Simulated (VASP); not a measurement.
Write the native input for VASP 6.6.1 that does the following.

```yaml
Task: single point
Functional: PBE
Potentials_or_basis: VASP PAW PBE potentials, release 64 (Y_sv, Al, N)
Cutoff: 520 eV
k_mesh: 6 × 6 × 6
Occupations: gaussian, width 0.1 eV
Spin: no spin polarisation
Dipole_correction: no
Further_INCAR_settings: ALGO = Normal; EDIFF = 1e-06; NBANDS = 25
```

The structure of YAl2N3 lies in POSCAR:

```
YAl2N3
1.0
   -2.5891360200      2.5891360200      3.3540099300
    2.5891360200     -2.5891360200      3.3540099300
    2.5891360200      2.5891360200     -3.3540099300
Y Al N
1 2 3
Direct
    0.5000000000      0.5000000000      0.0000000000
    0.5000000000      0.0000000000      0.5000000000
    0.0000000000      0.5000000000      0.5000000000
    0.7500000000      0.2500000000      0.5000000000
    0.2500000000      0.7500000000      0.5000000000
    0.0000000000      0.0000000000      0.0000000000
```

The input as run:

INCAR

```
PREC = Accurate ; ENCUT = 520
EDIFF = 1E-6 ; ISMEAR = 0
SIGMA = 0.1 ; LREAL = F
LASPH = T ; NELM = 100
ALGO = Normal ; ISIF = 2
LWAVE = F ; LCHARG = F
GGA = PE ; NBANDS = 25
```

KPOINTS

```
Automatic mesh
0
Gamma
  6 6 6
```

Potentials or basis: VASP PAW PBE potentials, release 64 (Y_sv, Al, N).

Run with:

```console
$ cat potpaw_PBE.64/Y_sv/POTCAR potpaw_PBE.64/Al/POTCAR potpaw_PBE.64/N/POTCAR > POTCAR
$ mpirun -np 1 vasp_std > vasp.out
```

It gave:

```
Pressure               : 9.6 GPa
Band gap on the k mesh : zero (band 16 reaches 4.42 eV, above the bottom of band 17 at 3.92 eV)
```

Run time: 65 s on 1 thread of Intel(R) Xeon(R) Platinum 8375C CPU @ 2.90GHz (Ice Lake), on a shared host, peak memory 0.29 GiB.
